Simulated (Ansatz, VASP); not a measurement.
# TiO: VASP beside Ansatz

File INCAR:

```
  PREC = Accurate
  ENCUT = 520
  EDIFF = 1E-6
  ISMEAR = 0
  SIGMA = 0.15
  LREAL = F
  LASPH = T
  NELM = 60
  ALGO = Normal
  ISIF = 2
  LWAVE = F
  LCHARG = F
  GGA = PS
  NBANDS = 16
```

Contents of KPOINTS:

```
regular mesh
0
Gamma
  18 18 16
```

The input POSCAR:

```
TiO
1.0
    2.8816000000      0.0000000000      0.0000000000
   -1.4408000000      2.4955388035      0.0000000000
    0.0000000000      0.0000000000      2.6820000000
Ti O
1 1
Direct
    0.6666666667      0.3333333333      0.0000000000
    0.0000000000      0.0000000000      0.5000000000
```

Input for Ansatz:

```yaml
crystal:
  lattice:
    - [2.8816, 0.0, 0.0]
    - [-1.4408, 2.4955388035, 0.0]
    - [0.0, 0.0, 2.682]
  atoms:
    - { symbol: Ti, position: [0.6666666667, 0.3333333333, 0.0] }
    - { symbol: O, position: [0.0, 0.0, 0.5] }
basis:
  ecutwfc: 520.0
kpoints:
  mp_grid: { grid: [18, 18, 16] }
hamiltonian:
  xc: pbesol
  pseudopotentials: { kind: paw, azcp: { folder: soft_1 } }
scf:
  occupations: { method: gaussian, width: 0.15 }
output:
  forces: true
  stress: true
  eigenvalues: true
```

Alike in both runs: task single point; functional PBEsol; k mesh 18 × 18 × 16; occupations gaussian, width 0.15 eV; no spin polarisation.

```csv
,VASP,Ansatz
version,VASP 6.6.1,Ansatz 0.2.0
potentials or method,"VASP PAW PBE potentials, release 64 (Ti_sv, O), cutoff 520 eV","scalar-relativistic, plane waves, PAW"
valence electrons in the cell,18,18
```

Ansatz gave:

```
gap on the k mesh at the Fermi level (eV)                     : none
pressure (GPa)                                                : -4.0
traceless stress, the component that is largest in VASP (GPa) : 20.00
```

Task: What did VASP give for the same quantities?

Result: gap on the k mesh at the Fermi level (eV): none; pressure (GPa): -3.2; traceless stress, the component that is largest in VASP (GPa): 20.10.

VASP's potentials were made for PBE, not for PBEsol, and Ansatz warns of the same on its side. A gap of «none» marks a metal or a gap that the smearing closes. With one functional, cell and mesh, what is left measures potentials, basis and numerics.
